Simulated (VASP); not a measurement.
# Sr3Ag (Pm-3m) in VASP: a series of runs

Sr3Ag is run at these levels: PBE; tasks: single point, relaxation of cell and atoms.

All numbers are computed with VASP 6.6.1; they aren't measurements. Logs are shortened: lines on timing, memory, paths and dates and some standing lists are left out, and cuts for length are marked.

### Step 1. The cell of the first run

The structure is cubic, space group Pm-3m (No. 221). Conventional cell: a = 5.475 Å, b = 5.475 Å, c = 5.475 Å, α = 90.00°, β = 90.00°, γ = 90.00°. Within 5.1 Å of Sr (site symmetry 4/mmm) lie 8 Sr at 3.87 Å and 4 Ag at 3.87 Å. Within 5.1 Å of Ag (site symmetry m-3m) lie 12 Sr at 3.87 Å.

### Step 2. Single point, PBE

File INCAR:

```
ALGO = Fast ; EDIFF = 1E-6
ENCUT = 520 ; GGA = PE
ISIF = 2 ; ISMEAR = 0
LASPH = T ; LCHARG = F
LREAL = F ; LWAVE = F
NBANDS = 28 ; NELM = 80
PREC = Accurate ; SIGMA = 0.1
```

File KPOINTS:

```
k-points
0
Gamma
  8 8 8
```

File POSCAR:

```
Sr3Ag
1.0
    5.4750863317      0.0000000000      0.0000000000
    0.0000000000      5.4750863317      0.0000000000
    0.0000000000      0.0000000000      5.4750863317
Sr Ag
3 1
Direct
    0.0000000000      0.5000000000      0.5000000000
    0.5000000000      0.0000000000      0.5000000000
    0.5000000000      0.5000000000      0.0000000000
    0.0000000000      0.0000000000      0.0000000000
```

Potentials or basis: VASP PAW PBE potentials, release 64 (Sr_sv, Ag).

On the command line:

```
$ cat potpaw_PBE.64/Sr_sv/POTCAR potpaw_PBE.64/Ag/POTCAR > POTCAR
$ mpirun -np 1 vasp_std > vasp.out
```

OUTCAR:

```text
EDIFF = 1E-6
   ENCUT = 520
   GGA = PE
   ISIF = 2
   ISMEAR = 0
   LASPH = T
   LREAL = F
   NELM = 80
   PREC = Accurate

 ion  position               nearest neighbor table
   1  0.000  0.500  0.500-   2 3.87   3 3.87   4 3.87   3 3.87   4 3.87   2 3.87   4 3.87   4 3.87
                             2 3.87   3 3.87   3 3.87   2 3.87
   2  0.500  0.000  0.500-   1 3.87   3 3.87   4 3.87   3 3.87   4 3.87   1 3.87   3 3.87   3 3.87
                             1 3.87   4 3.87   4 3.87   1 3.87
   3  0.500  0.500  0.000-   1 3.87   2 3.87   4 3.87   1 3.87   2 3.87   2 3.87   4 3.87   2 3.87
                             1 3.87   4 3.87   1 3.87   4 3.87
   4  0.000  0.000  0.000-   1 3.87   2 3.87   3 3.87   1 3.87   2 3.87   1 3.87   3 3.87   1 3.87
                             2 3.87   3 3.87   2 3.87   3 3.87

  LATTYP: Found a simple cubic cell.
 ALAT       =     5.4750863317

  Lattice vectors:

 A1 = (   5.4750863317,   0.0000000000,   0.0000000000)
 A2 = (   0.0000000000,   5.4750863317,   0.0000000000)
 A3 = (   0.0000000000,   0.0000000000,   5.4750863317)

Analysis of symmetry for initial positions (statically):
=====================================================================
 Subroutine PRICEL returns:
 Original cell was already a primitive cell.

 Routine SETGRP: Setting up the symmetry group for a
 simple cubic supercell.

 Subroutine GETGRP returns: Found 48 space group operations
 (whereof 48 operations were pure point group operations)
 out of a pool of 48 trial point group operations.

The static configuration has the point symmetry O_h .

Analysis of symmetry for dynamics (positions and initial velocities):
=====================================================================
 Subroutine PRICEL returns:
 Original cell was already a primitive cell.

 Routine SETGRP: Setting up the symmetry group for a
 simple cubic supercell.

 Subroutine GETGRP returns: Found 48 space group operations
 (whereof 48 operations were pure point group operations)
 out of a pool of 48 trial point group operations.

The dynamic configuration has the point symmetry O_h .

 Subroutine INISYM returns: Found 48 space group operations
 (whereof 48 operations are pure point group operations),
 and found     1 'primitive' translations

----------------------------------------------------------------------------------------

                                     Primitive cell

  volume of cell :     164.1243

  direct lattice vectors                    reciprocal lattice vectors
     5.475086332  0.000000000  0.000000000     0.182645522  0.000000000  0.000000000
     0.000000000  5.475086332  0.000000000     0.000000000  0.182645522  0.000000000
     0.000000000  0.000000000  5.475086332     0.000000000  0.000000000  0.182645522

  length of vectors
     5.475086332  5.475086332  5.475086332     0.182645522  0.182645522  0.182645522

  position of ions in fractional coordinates (direct lattice)
     0.000000000  0.500000000  0.500000000
     0.500000000  0.000000000  0.500000000
     0.500000000  0.500000000  0.000000000
     0.000000000  0.000000000  0.000000000

  ion indices of the primitive-cell ions
   primitive index   ion index
                 1           1
                 2           2
                 3           3
                 4           4

----------------------------------------------------------------------------------------

 KPOINTS: k-points

Automatic generation of k-mesh.
 Grid dimensions read from file:
 generate k-points for:    8    8    8

 Generating k-lattice:

  Cartesian coordinates                     Fractional coordinates (reciprocal lattice)
     0.022830690  0.000000000  0.000000000     0.125000000  0.000000000  0.000000000
     0.000000000  0.022830690  0.000000000     0.000000000  0.125000000  0.000000000
     0.000000000  0.000000000  0.022830690     0.000000000  0.000000000  0.125000000

  Length of vectors
     0.022830690  0.022830690  0.022830690

  Shift w.r.t. Gamma in fractional coordinates (k-lattice)
     0.000000000  0.000000000  0.000000000

 Subroutine IBZKPT returns following result:
 ===========================================

 Found     35 irreducible k-points:

 Following reciprocal coordinates:
            Coordinates               Weight
  0.000000  0.000000  0.000000      1.000000
  0.125000  0.000000  0.000000      6.000000
  0.250000  0.000000  0.000000      6.000000
  0.375000  0.000000  0.000000      6.000000
  0.500000  0.000000  0.000000      3.000000
  0.125000  0.125000  0.000000     12.000000
[... 16 lines left out ...]
  0.375000  0.375000  0.125000     24.000000
  0.500000  0.375000  0.125000     24.000000
 [... further k-points ...]
   k-points           NKPTS =     35   k-points in BZ     NKDIM =     35   number of bands    NBANDS=     28
   number of dos      NEDOS =    301   number of ions     NIONS =      4
   total plane-waves  NPLWV =  74088
   dimension x,y,z NGX =    42 NGY =   42 NGZ =   42
   dimension x,y,z NGXF=    84 NGYF=   84 NGZF=   84
   ions per type =               3   1
   NGX,Y,Z   is equivalent  to a cutoff of  12.75, 12.75, 12.75 a.u.
   NGXF,Y,Z  is equivalent  to a cutoff of  25.51, 25.51, 25.51 a.u.
 SYSTEM =  unknown system
   PREC   = accura    normal or accurate (medium, high low for compatibility)
   ISTART =      0    job   : 0-new  1-cont  2-samecut
   ICHARG =      2    charge: 1-file 2-atom 10-const
   ISPIN  =      1    spin polarized calculation?
   LNONCOLLINEAR =      F non collinear calculations
   LSORBIT =      F    spin-orbit coupling
   LASPH  =      T    aspherical Exc in radial PAW
   ENCUT  =  520.0 eV  38.22 Ry    6.18 a.u.  10.18 10.18 10.18*2*pi/ulx,y,z
   NELM   =     80;   NELMIN=  2; NELMDL= -5     # of ELM steps
   EDIFF  = 0.1E-05   stopping-criterion for ELM
   LREAL  =      F    real-space projection
   EDIFFG = 0.1E-04   stopping-criterion for IOM
   NSW    =      0    number of steps for IOM
   IBRION =     -1    ionic relax: 0-MD 1-quasi-New 2-CG
   NFREE  =      0    steps in history (QN), initial steepest desc. (CG)
   ISIF   =      2    stress and relaxation
   ISYM   =      2    0-nonsym 1-usesym 2-fastsym
   POTIM  = 0.5000    time-step for ionic-motion
   TEBEG  =    0.0;   TEEND  =   0.0 temperature during run
   PSTRESS=    0.0 pullay stress
   NELECT =      41.0000    total number of electrons
   NUPDOWN=      -1.0000    fix difference up-down
   EMIN   =  10.00;   EMAX   =-10.00  energy-range for DOS
   EFERMI =   0.00;   METHOD = LEGACY
   ISMEAR =     0;   SIGMA  =   0.10  broadening in eV -4-tet -1-fermi 0-gaus
   EFERMI_NEDOS =   21; number of points for ismear=-14 and -15
   IALGO  =     68    algorithm
   IMIX   =      4    mixing-type and parameters
     AMIX     =   0.40;   BMIX     =  1.00
     AMIX_MAG =   1.60;   BMIX_MAG =  1.00
  volume/ion in A,a.u.               =      41.03       276.89
  Fermi-wavevector in a.u.,A,eV,Ry     =   1.031047  1.948396 14.463782  1.063058
  Thomas-Fermi vector in A             =   2.165176
   LORBIT       =      0    0 simple, 1 ext, 2 COOP (PROOUT), +10 PAW based schemes
   GGA     = PE    functional components
   LHFCALC =     F    Hartree Fock is set to
   AEXX    =    0.0000 exact exchange contribution
   IVDW    =     0    specifies the selected vdW correction
   LEPSILON=     F    determine dielectric tensor
   LRPA    =     F    only Hartree local field effects (RPA)
 non-spin polarized calculation
 RMM-DIIS sequential band-by-band and
 Gauss-broadening in eV      SIGMA  =   0.10
  energy-cutoff  :      520.00
  volume of cell :      164.12
 maximum number of plane-waves:      4468
 NGX is ok and might be reduce to    42
   NGX = 21   NGY = 21   NGZ = 21

 number of electron      41.0000010 magnetization

 Free energy of the ion-electron system (eV)
  ---------------------------------------------------
  ext. energy  EPLUGINS =         0.00000000
  ---------------------------------------------------
  free energy    TOTEN  =        -7.54082264 eV

  energy without entropy =       -7.52053906  energy(sigma->0) =       -7.53068085

 E-fermi :   2.5753     XC(G=0):  -8.1952

 val. band max:        2.5641287364   @ k =   0.3750   0.2500   0.2500
 cond. band min:       2.5856123425   @ k =   0.3750   0.2500   0.1250
 fundamental gap:      0.0214836061
 Fermi energy:         2.5752594809

 k-point     1 :       0.0000    0.0000    0.0000
  band No.  band energies     occupation
      1     -33.8766      2.00000
      2     -33.8257      2.00000
      3     -33.8257      2.00000
      4     -16.0326      2.00000
      5     -16.0326      2.00000
      6     -16.0326      2.00000
[... 20 lines left out ...]
     27       4.0569      0.00000
     28       6.3921      0.00000

 k-point     2 :       0.1250    0.0000    0.0000
  band No.  band energies     occupation
      1     -33.8749      2.00000
      2     -33.8274      2.00000
      3     -33.8257      2.00000
      4     -16.0254      2.00000
      5     -16.0254      2.00000
      6     -16.0216      2.00000
[... 20 lines left out ...]
     27       4.2092      0.00000
     28       6.3868      0.00000

 k-point     3 :       0.2500    0.0000    0.0000
  band No.  band energies     occupation
      1     -33.8701      2.00000
      2     -33.8322      2.00000
      3     -33.8257      2.00000
      4     -16.0059      2.00000
      5     -16.0059      2.00000
      6     -15.9897      2.00000
[... 20 lines left out ...]
     27       4.4916      0.00000
     28       5.9618      0.00000

 k-point     4 :       0.3750    0.0000    0.0000
  band No.  band energies     occupation
      1     -33.8636      2.00000
      2     -33.8386      2.00000
      3     -33.8256      2.00000
      4     -15.9818      2.00000
      5     -15.9818      2.00000
      6     -15.9409      2.00000
[... 20 lines left out ...]
     27       4.7902      0.00000
     28       5.1775      0.00000

 k-point     5 :       0.5000    0.0000    0.0000
  band No.  band energies     occupation
      1     -33.8596      2.00000
      2     -33.8426      2.00000
      3     -33.8256      2.00000
      4     -15.9693      2.00000
      5     -15.9693      2.00000
      6     -15.8956      2.00000
[... 20 lines left out ...]
     27       4.7806      0.00000
     28       5.0265      0.00000

 k-point     6 :       0.1250    0.1250    0.0000
  band No.  band energies     occupation
      1     -33.8732      2.00000
      2     -33.8282      2.00000
      3     -33.8266      2.00000
      4     -16.0301      2.00000
      5     -16.0180      2.00000
      6     -16.0003      2.00000
[... 463 lines left out ...]
      5     -15.9536      2.00000
      6     -15.9216      2.00000
[... 20 lines left out ...]
     27       4.5725      0.00000
     28       5.4913      0.00000

 k-point    22 :       0.5000    0.2500    0.1250
  band No.  band energies     occupation
      1     -33.8536      2.00000
      2     -33.8426      2.00000
      3     -33.8314      2.00000
      4     -16.0204      2.00000
      5     -15.9674      2.00000
      6     -15.9148      2.00000
[... 20 lines left out ...]
     27       4.5419      0.00000
     28       5.4315      0.00000

 k-point    23 :       0.3750    0.3750    0.1250
  band No.  band energies     occupation
      1     -33.8524      2.00000
      2     -33.8400      2.00000
      3     -33.8352      2.00000
      4     -16.0364      2.00000
      5     -15.9811      2.00000
      6     -15.9150      2.00000
[... 20 lines left out ...]
     27       4.6888      0.00000
     28       5.4542      0.00000

 k-point    24 :       0.5000    0.3750    0.1250
  band No.  band energies     occupation
      1     -33.8485      2.00000
      2     -33.8425      2.00000
      3     -33.8365      2.00000
      4     -16.0333      2.00000
      5     -15.9971      2.00000
      6     -15.9158      2.00000
[... 20 lines left out ...]
     27       4.6671      0.00000
     28       5.5314      0.00000

 [... further k-points ...]

------------------------ aborting loop because EDIFF is reached ----------------------------------------

  FORCE on cell =-STRESS in cart. coord.  units (eV):
  Direction    XX          YY          ZZ          XY          YZ          ZX
  --------------------------------------------------------------------------------------
  -------------------------------------------------------------------------------------
  Total        0.0341845      0.0341845      0.0341845     -0.0000000      0.0000000     -0.0000000
  in kB        0.3337086      0.3337086      0.3337086     -0.0000000      0.0000000     -0.0000000
  external PRESSURE =       0.3337086 kB  Pullay stress =       0.0000000 kB

 VOLUME and BASIS-vectors are now :
 -----------------------------------------------------------------------------
  energy-cutoff  :      520.00
  volume of cell :      164.12
      direct lattice vectors                 reciprocal lattice vectors
     5.475086332  0.000000000  0.000000000     0.182645522  0.000000000  0.000000000
     0.000000000  5.475086332  0.000000000     0.000000000  0.182645522  0.000000000
     0.000000000  0.000000000  5.475086332     0.000000000  0.000000000  0.182645522

 POSITION                                       TOTAL-FORCE (eV/Angst)
 -----------------------------------------------------------------------------------
      0.00000      2.73754      2.73754         0.000000      0.000000      0.000000
      2.73754      0.00000      2.73754         0.000000      0.000000      0.000000
      2.73754      2.73754      0.00000         0.000000      0.000000      0.000000
      0.00000      0.00000      0.00000         0.000000      0.000000      0.000000
 -----------------------------------------------------------------------------------
    total drift:                                0.000000     -0.000000     -0.000000

  FREE ENERGIE OF THE ION-ELECTRON SYSTEM (eV)
  ---------------------------------------------------
  free  energy   TOTEN  =        -7.5408226443 eV

  energy  without entropy=       -7.5205390586  energy(sigma->0) =       -7.53068085
```

Wall time 4.1 min (1 thread of Oxide Virtual Turin-like, shared host); peak memory 0.31 GiB.

What came out:

```
Free energy : -7.5408 eV
Pressure    : 0.0 GPa
```

Levels at points of the mesh, in eV from the Fermi level:
```tsv
k point	band 18	band 19	band 20	band 21	band 22	band 23	band 24	band 25
(0.00, 0.00, 0.00)	-4.14	-1.45	0.36	0.36	0.81	0.81	0.81	1.48
(0.50, 0.00, 0.00)	-2.95	-2.52	-0.27	0.52	0.52	1.05	1.42	1.70
(0.50, 0.50, 0.00)	-2.29	-1.34	-1.34	-0.77	0.52	1.03	1.29	1.29
(0.50, 0.50, 0.50)	-2.40	-0.50	-0.50	-0.50	0.26	0.26	0.26	0.63
```

(Continued in part 2 of 2.)
